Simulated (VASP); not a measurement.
# Ca3Ni (Pm-3m) in VASP: notebook

The runs below take Ca3Ni through single point, relaxation of cell and atoms, with PBE.

All numbers are computed with VASP 6.6.1; they aren't measurements. Logs are shortened: lines on timing, memory, paths and dates and some standing lists are left out, and cuts for length are marked.

### Step 1. The cell of the first run

Symmetry: Pm-3m, No. 221, cubic system. Conventional cell: a = 4.864 Å, b = 4.864 Å, c = 4.864 Å, α = 90.00°, β = 90.00°, γ = 90.00°. Within 4.5 Å of Ca (site symmetry 4/mmm) lie 8 Ca at 3.44 Å and 4 Ni at 3.44 Å. Within 4.5 Å of Ni (site symmetry m-3m) lie 12 Ca at 3.44 Å.

### Step 2. Single point, PBE

Contents of INCAR:

```
SYSTEM = Ca3Ni
ALGO = Fast
EDIFF = 1E-7
ENCUT = 520
GGA = PE
ISIF = 2
ISMEAR = 0
LASPH = .True.
LCHARG = .False.
LREAL = .False.
LWAVE = .False.
NBANDS = 28
NELM = 80
PREC = Accurate
SIGMA = 0.1
```

Contents of KPOINTS:

```
k-points
0
Gamma
  10 10 10
  0 0 0
```

Contents of POSCAR:

```
Ca3Ni
1.0
    4.8642790114      0.0000000000      0.0000000000
    0.0000000000      4.8642790114      0.0000000000
    0.0000000000      0.0000000000      4.8642790114
Ca Ni
3 1
Direct
    0.0000000000      0.5000000000      0.5000000000
    0.5000000000      0.0000000000      0.5000000000
    0.5000000000      0.5000000000      0.0000000000
    0.0000000000      0.0000000000      0.0000000000
```

Potentials or basis: VASP PAW PBE potentials, release 64 (Ca_sv, Ni).

Launch:

```bash
> cat potpaw_PBE.64/Ca_sv/POTCAR potpaw_PBE.64/Ni/POTCAR > POTCAR
> mpirun -np 1 vasp_std > vasp.out
```

OUTCAR:

```text
SYSTEM = Ca3Ni
   EDIFF = 1E-7
   ENCUT = 520
   GGA = PE
   ISIF = 2
   ISMEAR = 0
   LASPH = .True.
   LREAL = .False.
   NELM = 80
   PREC = Accurate

 ion  position               nearest neighbor table
   1  0.000  0.500  0.500-
   2  0.500  0.000  0.500-
   3  0.500  0.500  0.000-
   4  0.000  0.000  0.000-

  LATTYP: Found a simple cubic cell.
 ALAT       =     4.8642790114

  Lattice vectors:

 A1 = (   4.8642790114,   0.0000000000,   0.0000000000)
 A2 = (   0.0000000000,   4.8642790114,   0.0000000000)
 A3 = (   0.0000000000,   0.0000000000,   4.8642790114)

Analysis of symmetry for initial positions (statically):
=====================================================================
 Subroutine PRICEL returns:
 Original cell was already a primitive cell.

 Routine SETGRP: Setting up the symmetry group for a
 simple cubic supercell.

 Subroutine GETGRP returns: Found 48 space group operations
 (whereof 48 operations were pure point group operations)
 out of a pool of 48 trial point group operations.

The static configuration has the point symmetry O_h .

Analysis of symmetry for dynamics (positions and initial velocities):
=====================================================================
 Subroutine PRICEL returns:
 Original cell was already a primitive cell.

 Routine SETGRP: Setting up the symmetry group for a
 simple cubic supercell.

 Subroutine GETGRP returns: Found 48 space group operations
 (whereof 48 operations were pure point group operations)
 out of a pool of 48 trial point group operations.

The dynamic configuration has the point symmetry O_h .

 Subroutine INISYM returns: Found 48 space group operations
 (whereof 48 operations are pure point group operations),
 and found     1 'primitive' translations

----------------------------------------------------------------------------------------

                                     Primitive cell

  volume of cell :     115.0947

  direct lattice vectors                    reciprocal lattice vectors
     4.864279011  0.000000000  0.000000000     0.205580313  0.000000000  0.000000000
     0.000000000  4.864279011  0.000000000     0.000000000  0.205580313  0.000000000
     0.000000000  0.000000000  4.864279011     0.000000000  0.000000000  0.205580313

  length of vectors
     4.864279011  4.864279011  4.864279011     0.205580313  0.205580313  0.205580313

  position of ions in fractional coordinates (direct lattice)
     0.000000000  0.500000000  0.500000000
     0.500000000  0.000000000  0.500000000
     0.500000000  0.500000000  0.000000000
     0.000000000  0.000000000  0.000000000

  ion indices of the primitive-cell ions
   primitive index   ion index
                 1           1
                 2           2
                 3           3
                 4           4

----------------------------------------------------------------------------------------

 KPOINTS: k-points

Automatic generation of k-mesh.
 Grid dimensions read from file:
 generate k-points for:   10   10   10

 Generating k-lattice:

  Cartesian coordinates                     Fractional coordinates (reciprocal lattice)
     0.020558031  0.000000000  0.000000000     0.100000000  0.000000000  0.000000000
     0.000000000  0.020558031  0.000000000     0.000000000  0.100000000  0.000000000
     0.000000000  0.000000000  0.020558031     0.000000000  0.000000000  0.100000000

  Length of vectors
     0.020558031  0.020558031  0.020558031

  Shift w.r.t. Gamma in fractional coordinates (k-lattice)
     0.000000000  0.000000000  0.000000000

 Subroutine IBZKPT returns following result:
 ===========================================

 Found     56 irreducible k-points:

 Following reciprocal coordinates:
            Coordinates               Weight
  0.000000  0.000000  0.000000      1.000000
  0.100000  0.000000  0.000000      6.000000
  0.200000  0.000000  0.000000      6.000000
  0.300000  0.000000  0.000000      6.000000
  0.400000  0.000000  0.000000      6.000000
  0.500000  0.000000  0.000000      3.000000
[... 16 lines left out ...]
  0.200000  0.100000  0.100000     24.000000
  0.300000  0.100000  0.100000     24.000000
 [... further k-points ...]
   k-points           NKPTS =     56   k-points in BZ     NKDIM =     56   number of bands    NBANDS=     28
   number of dos      NEDOS =    301   number of ions     NIONS =      4
   total plane-waves  NPLWV =  46656
   dimension x,y,z NGX =    36 NGY =   36 NGZ =   36
   dimension x,y,z NGXF=    72 NGYF=   72 NGZF=   72
   ions per type =               3   1
   NGX,Y,Z   is equivalent  to a cutoff of  12.30, 12.30, 12.30 a.u.
   NGXF,Y,Z  is equivalent  to a cutoff of  24.61, 24.61, 24.61 a.u.
 SYSTEM =  Ca3Ni
   PREC   = accura    normal or accurate (medium, high low for compatibility)
   ISTART =      0    job   : 0-new  1-cont  2-samecut
   ICHARG =      2    charge: 1-file 2-atom 10-const
   ISPIN  =      1    spin polarized calculation?
   LNONCOLLINEAR =      F non collinear calculations
   LSORBIT =      F    spin-orbit coupling
   LASPH  =      T    aspherical Exc in radial PAW
   ENCUT  =  520.0 eV  38.22 Ry    6.18 a.u.   9.04  9.04  9.04*2*pi/ulx,y,z
   NELM   =     80;   NELMIN=  2; NELMDL= -5     # of ELM steps
   EDIFF  = 0.1E-06   stopping-criterion for ELM
   LREAL  =      F    real-space projection
   EDIFFG = 0.1E-05   stopping-criterion for IOM
   NSW    =      0    number of steps for IOM
   IBRION =     -1    ionic relax: 0-MD 1-quasi-New 2-CG
   NFREE  =      0    steps in history (QN), initial steepest desc. (CG)
   ISIF   =      2    stress and relaxation
   ISYM   =      2    0-nonsym 1-usesym 2-fastsym
   POTIM  = 0.5000    time-step for ionic-motion
   TEBEG  =    0.0;   TEEND  =   0.0 temperature during run
   PSTRESS=    0.0 pullay stress
   NELECT =      40.0000    total number of electrons
   NUPDOWN=      -1.0000    fix difference up-down
   EMIN   =  10.00;   EMAX   =-10.00  energy-range for DOS
   EFERMI =   0.00;   METHOD = LEGACY
   ISMEAR =     0;   SIGMA  =   0.10  broadening in eV -4-tet -1-fermi 0-gaus
   EFERMI_NEDOS =   21; number of points for ismear=-14 and -15
   IALGO  =     68    algorithm
   IMIX   =      4    mixing-type and parameters
     AMIX     =   0.40;   BMIX     =  1.00
     AMIX_MAG =   1.60;   BMIX_MAG =  1.00
  volume/ion in A,a.u.               =      28.77       194.17
  Fermi-wavevector in a.u.,A,eV,Ry     =   1.151003  2.175080 18.025097  1.324807
  Thomas-Fermi vector in A             =   2.287663
   LORBIT       =      0    0 simple, 1 ext, 2 COOP (PROOUT), +10 PAW based schemes
   GGA     = PE    functional components
   LHFCALC =     F    Hartree Fock is set to
   AEXX    =    0.0000 exact exchange contribution
   IVDW    =     0    specifies the selected vdW correction
   LEPSILON=     F    determine dielectric tensor
   LRPA    =     F    only Hartree local field effects (RPA)
 non-spin polarized calculation
 RMM-DIIS sequential band-by-band and
 Gauss-broadening in eV      SIGMA  =   0.10
  energy-cutoff  :      520.00
  volume of cell :      115.09
 maximum number of plane-waves:      3136
   NGX = 19   NGY = 19   NGZ = 19

 number of electron      40.0000010 magnetization

 Free energy of the ion-electron system (eV)
  ---------------------------------------------------
  ext. energy  EPLUGINS =         0.00000000
  ---------------------------------------------------
  free energy    TOTEN  =       -10.39367278 eV

  energy without entropy =      -10.37323227  energy(sigma->0) =      -10.38345252

 E-fermi :   3.1649     XC(G=0):  -8.8773

 val. band max:        3.1580074392   @ k =   0.3000   0.0000   0.0000
 cond. band min:       3.1682387491   @ k =   0.4000   0.4000   0.2000
 fundamental gap:      0.0102313098
 Fermi energy:         3.1649132922

 k-point     1 :       0.0000    0.0000    0.0000
  band No.  band energies     occupation
      1     -38.3176      2.00000
      2     -38.2458      2.00000
      3     -38.2458      2.00000
      4     -19.4849      2.00000
      5     -19.4849      2.00000
      6     -19.4849      2.00000
[... 20 lines left out ...]
     27       5.0084      0.00000
     28       7.0913      0.00000

 k-point     2 :       0.1000    0.0000    0.0000
  band No.  band energies     occupation
      1     -38.3160      2.00000
      2     -38.2474      2.00000
      3     -38.2458      2.00000
      4     -19.4804      2.00000
      5     -19.4804      2.00000
      6     -19.4779      2.00000
[... 20 lines left out ...]
     27       5.1844      0.00000
     28       7.1068      0.00000

 k-point     3 :       0.2000    0.0000    0.0000
  band No.  band energies     occupation
      1     -38.3115      2.00000
      2     -38.2518      2.00000
      3     -38.2458      2.00000
      4     -19.4678      2.00000
      5     -19.4678      2.00000
      6     -19.4574      2.00000
[... 20 lines left out ...]
     27       5.4208      0.00000
     28       7.1661      0.00000

 k-point     4 :       0.3000    0.0000    0.0000
  band No.  band energies     occupation
      1     -38.3049      2.00000
      2     -38.2584      2.00000
      3     -38.2457      2.00000
      4     -19.4502      2.00000
      5     -19.4502      2.00000
      6     -19.4249      2.00000
[... 578 lines left out ...]
     27       5.2292      0.00000
     28       7.1264      0.00000

 k-point    23 :       0.2000    0.1000    0.1000
  band No.  band energies     occupation
      1     -38.3087      2.00000
      2     -38.2523      2.00000
      3     -38.2480      2.00000
      4     -19.4891      2.00000
      5     -19.4469      2.00000
      6     -19.4306      2.00000
[... 20 lines left out ...]
     27       5.3881      0.00000
     28       7.0405      0.00000

 k-point    24 :       0.3000    0.1000    0.1000
  band No.  band energies     occupation
      1     -38.3023      2.00000
      2     -38.2587      2.00000
      3     -38.2480      2.00000
      4     -19.4782      2.00000
      5     -19.4293      2.00000
      6     -19.3977      2.00000
[... 20 lines left out ...]
     27       5.5398      0.00000
     28       6.7206      0.00000

 [... further k-points ...]

------------------------ aborting loop because EDIFF is reached ----------------------------------------

  FORCE on cell =-STRESS in cart. coord.  units (eV):
  Direction    XX          YY          ZZ          XY          YZ          ZX
  --------------------------------------------------------------------------------------
  -------------------------------------------------------------------------------------
  Total        0.0974190      0.0974190      0.0974190      0.0000000      0.0000000      0.0000000
  in kB        1.3561221      1.3561221      1.3561221      0.0000000      0.0000000      0.0000000
  external PRESSURE =       1.3561221 kB  Pullay stress =       0.0000000 kB

 VOLUME and BASIS-vectors are now :
 -----------------------------------------------------------------------------
  energy-cutoff  :      520.00
  volume of cell :      115.09
      direct lattice vectors                 reciprocal lattice vectors
     4.864279011  0.000000000  0.000000000     0.205580313  0.000000000  0.000000000
     0.000000000  4.864279011  0.000000000     0.000000000  0.205580313  0.000000000
     0.000000000  0.000000000  4.864279011     0.000000000  0.000000000  0.205580313

 POSITION                                       TOTAL-FORCE (eV/Angst)
 -----------------------------------------------------------------------------------
      0.00000      2.43214      2.43214         0.000000      0.000000      0.000000
      2.43214      0.00000      2.43214         0.000000      0.000000      0.000000
      2.43214      2.43214      0.00000         0.000000      0.000000      0.000000
      0.00000      0.00000      0.00000         0.000000      0.000000      0.000000
 -----------------------------------------------------------------------------------
    total drift:                                0.000000      0.000000      0.000000

  FREE ENERGIE OF THE ION-ELECTRON SYSTEM (eV)
  ---------------------------------------------------
  free  energy   TOTEN  =       -10.3936727761 eV

  energy  without entropy=      -10.3732322669  energy(sigma->0) =      -10.38345252
```

Run time: 7.6 min. Hardware: 1 thread of Intel Xeon 6975P-C (Granite Rapids), shared host; peak memory 0.31 GiB.

What came out:

```yaml
Free_energy: -10.3937 eV
Pressure: 0.1 GPa
Band_gap_on_the_k_mesh: zero (bands 20 and 21 overlap by 1.53 eV)
```

Spin polarisation is off, so any magnetic state and its effect on volume and gap are missing.

### Step 3. Relaxation of cell and atoms, PBE

Contents of INCAR:

```
PREC = Accurate
ENCUT = 600
EDIFF = 1E-6
ISMEAR = 0
SIGMA = 0.1
LREAL = F
LASPH = T
NELM = 80
ALGO = Fast
ISIF = 3
LWAVE = F
LCHARG = F
GGA = PE
IBRION = 2
NSW = 100
EDIFFG = -0.01
```

Contents of KPOINTS:

```
Automatic mesh
0
Gamma
  10 10 10
```

POSCAR is that of step 2.

Potentials or basis: VASP PAW PBE potentials, release 64 (Ca_sv, Ni).

Launch:

```bash
> cat potpaw_PBE.64/Ca_sv/POTCAR potpaw_PBE.64/Ni/POTCAR > POTCAR
> mpirun -np 1 vasp_std > vasp.out
```

OUTCAR:

```text
PREC = Accurate
   ENCUT = 600
   EDIFF = 1E-6
   ISMEAR = 0
   LREAL = F
   LASPH = T
   NELM = 80
   ISIF = 3
   GGA = PE
   IBRION = 2
   NSW = 100
   EDIFFG = -0.01

 ion  position               nearest neighbor table
   1  0.000  0.500  0.500-
   2  0.500  0.000  0.500-
   3  0.500  0.500  0.000-
   4  0.000  0.000  0.000-

  LATTYP: Found a simple cubic cell.
 ALAT       =     4.8642790114

  Lattice vectors:

 A1 = (   4.8642790114,   0.0000000000,   0.0000000000)
 A2 = (   0.0000000000,   4.8642790114,   0.0000000000)
 A3 = (   0.0000000000,   0.0000000000,   4.8642790114)

[... 333 lines left out ...]
 number of electron      40.0000005 magnetization

 Free energy of the ion-electron system (eV)
  ---------------------------------------------------
  ext. energy  EPLUGINS =         0.00000000
  ---------------------------------------------------
  free energy    TOTEN  =       -10.39353170 eV

  energy without entropy =      -10.37279007  energy(sigma->0) =      -10.38316089

 E-fermi :   3.1294     XC(G=0):  -8.8520

 val. band max:        3.1291398503   @ k =   0.4000   0.4000   0.2000
 cond. band min:       3.1664230373   @ k =   0.4000   0.4000   0.4000
 fundamental gap:      0.0372831871
 Fermi energy:         3.1293899999

 k-point     1 :       0.0000    0.0000    0.0000
  band No.  band energies     occupation
      1     -38.3675      2.00000
      2     -38.2977      2.00000
      3     -38.2977      2.00000
      4     -19.5309      2.00000
      5     -19.5309      2.00000
      6     -19.5309      2.00000
[... 637 lines left out ...]
     23       4.5096      0.00000
     24       4.5670      0.00000

 [... further k-points ...]

------------------------ aborting loop because EDIFF is reached ----------------------------------------

  FORCE on cell =-STRESS in cart. coord.  units (eV):
  Direction    XX          YY          ZZ          XY          YZ          ZX
  --------------------------------------------------------------------------------------
  -------------------------------------------------------------------------------------
  Total       -0.0085604     -0.0085604     -0.0085604     -0.0000000     -0.0000000     -0.0000000
  in kB       -0.1183571     -0.1183571     -0.1183571     -0.0000000     -0.0000000     -0.0000000
  external PRESSURE =      -0.1183571 kB  Pullay stress =       0.0000000 kB
[... 19 lines left out ...]
  FREE ENERGIE OF THE ION-ELECTRON SYSTEM (eV)
  ---------------------------------------------------
  free  energy   TOTEN  =       -10.3935317042 eV

  energy  without entropy=      -10.3727900748  energy(sigma->0) =      -10.38316089

 reached required accuracy - stopping structural energy minimisation
```

It took 21 min on 1 thread of Intel Xeon 6975P-C (Granite Rapids), shared host; peak memory 0.39 GiB.

Results:

```yaml
Free_energy: -10.3935 eV
Relaxed_volume: 28.97 Å³/atom
Relaxed_cell: a = 4.875 Å, b = 4.875 Å, c = 4.875 Å, α = 90.00°, β = 90.00°, γ = 90.00°
Space_group_after_relaxing_to_0.1_Å: Pm-3m (No. 221)
Energy_gained_by_relaxing: 4.8 meV/atom
Ionic_steps: 5
Pressure_after_relaxing: 0.0 GPa
Band_gap_on_the_k_mesh: zero (bands 20 and 21 overlap by 1.52 eV)
```

Step by step:
| step | energy change (eV) | largest force (eV/Å) | pressure (GPa) | volume (Å³) |
| --- | --- | --- | --- | --- |
| 1 | 0.0000 | 0.0000 | 0.46 | 115.09 |
| 2 | -0.0189 | 0.0000 | -0.15 | 116.48 |
| 3 | -0.0190 | 0.0000 | -0.15 | 116.46 |
| 4 | -0.0192 | 0.0000 | -0.07 | 116.12 |
| 5 | -0.0193 | 0.0000 | -0.01 | 115.88 |

Final structure:
```xyz
4
Lattice="4.8753 0.0000 0.0000 0.0000 4.8753 0.0000 0.0000 0.0000 4.8753" Properties=species:S:1:pos:R:3 pbc="T T T"
Ca    0.0000    2.4377    2.4377
Ca    2.4377    0.0000    2.4377
Ca    2.4377    2.4377    0.0000
Ni    0.0000    0.0000    0.0000
```

The gap in the log of VASP goes by the Fermi energy; the results here count the filled bands.